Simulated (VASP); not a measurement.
Here is a VASP 6.6.1 calculation.

File INCAR:

```
SYSTEM = Co
PREC = Accurate ; ENCUT = 520
EDIFF = 1E-6 ; ISMEAR = -1
SIGMA = 0.1 ; LREAL = .False.
LASPH = .True. ; NELM = 150
ALGO = Normal ; ISIF = 2
LWAVE = .False. ; LCHARG = .False.
LNONCOLLINEAR = .True. ; MAGMOM = 0 0 0 0 0 0
LORBIT = 11 ; LSORBIT = .True.
GGA_COMPAT = .False. ; LORBMOM = .True.
LMAXMIX = 4 ; GGA = PE
NBANDS = 30
```

KPOINTS

```
regular mesh
0
Gamma
  11 11 11
  0 0 0
```

POSCAR

```
Co
1.0
    0.0000000000      2.4626286587      2.4626286587
    2.4626286587      0.0000000000      2.4626286587
    2.4626286587      2.4626286587      0.0000000000
Co
2
Direct
    0.1250000000      0.1250000000      0.1250000000
    0.8750000000      0.8750000000      0.8750000000
```

Potentials or basis: VASP PAW PBE potentials, release 64 (Co).

The run is started by

```sh
$ cat potpaw_PBE.64/Co/POTCAR > POTCAR
$ mpirun -np 1 vasp_ncl > vasp.out
```

Task: Predict the net moment.

Result: 0.00 μB per cell.

Task: What does it give for the pressure?

Result: -0.9 GPa.

Moments on the atoms (μB; x, y, z):
```
Co  0.00 0.00 0.00
Co  0.00 0.00 0.00
```
